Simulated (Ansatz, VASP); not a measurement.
**Two plane-wave programs on Ni2N**

File INCAR:

```
ALGO = Normal
EDIFF = 1E-7
EDIFFG = -0.04
ENCUT = 600
GGA = PE
IBRION = 2
ISIF = 3
ISMEAR = 0
LASPH = T
LCHARG = F
LREAL = F
LWAVE = F
NELM = 60
NSW = 90
PREC = Accurate
SIGMA = 0.1
```

The input KPOINTS:

```
k-points
0
Gamma
  12 12 2
```

Contents of POSCAR:

```
Ni2N
1.0
    2.4542655817      0.0000000000      0.0000000000
   -1.2271327909      2.1254563414      0.0000000000
    0.0000000000      0.0000000000      9.5460866935
Ni N
4 2
Direct
    0.3333333333      0.6666666667      0.6275000000
    0.6666666667      0.3333333333      0.1275000000
    0.3333333333      0.6666666667      0.8725000000
    0.6666666667      0.3333333333      0.3725000000
    0.3333333333      0.6666666667      0.2500000000
    0.6666666667      0.3333333333      0.7500000000
```

Input for Ansatz:

```yaml
crystal:
  lattice:
    - [2.4542655817, 0.0, 0.0]
    - [-1.2271327909, 2.1254563414, 0.0]
    - [0.0, 0.0, 9.5460866935]
  atoms:
    - { symbol: Ni, position: [0.3333333333, 0.6666666667, 0.6275] }
    - { symbol: Ni, position: [0.6666666667, 0.3333333333, 0.1275] }
    - { symbol: Ni, position: [0.3333333333, 0.6666666667, 0.8725] }
    - { symbol: Ni, position: [0.6666666667, 0.3333333333, 0.3725] }
    - { symbol: "N", position: [0.3333333333, 0.6666666667, 0.25] }
    - { symbol: "N", position: [0.6666666667, 0.3333333333, 0.75] }
basis:
  ecutwfc: 420
kpoints:
  mp_grid: { grid: [12, 12, 2] }
hamiltonian:
  xc: pbe
scf:
  occupations: { method: gaussian, width: 0.1 }
  lower_state_search: "off"
output:
  forces: true
  stress: true
  eigenvalues: true
relax:
  adjacent_minimum: "off"
  f_tol: 0.04
  max_steps: 70
  cell: { stress_tol: 0.4 }
```

Alike in both runs: task relaxation of cell and atoms; functional PBE; k mesh 12 × 12 × 2; occupations gaussian, width 0.1 eV; no spin polarisation.

|  | VASP | Ansatz |
| --- | --- | --- |
| version | VASP 6.6.1 | Ansatz 0.2.0 |
| potentials or method | VASP PAW PBE potentials, release 64 (Ni, N), cutoff 600 eV | scalar-relativistic, plane waves, PAW |
| valence electrons in the cell | 50 | 82 |

|  | VASP | Ansatz | Ansatz less VASP |
| --- | --- | --- | --- |
| gap on the k mesh at the Fermi level, each at its own relaxed structure (eV) | none | none | - |
| relaxed volume (Å³/atom) | 9.46 | 9.43 | -0.029 |
| relaxed cell length with the largest relative difference (Å) | 8.865 | 8.894 | +0.0296 |

A gap of «none» marks a metal or a gap that the smearing closes. VASP's potentials hold 50 valence electrons a cell and Ansatz's 82, so a difference there can come from the potentials and not from the codes.
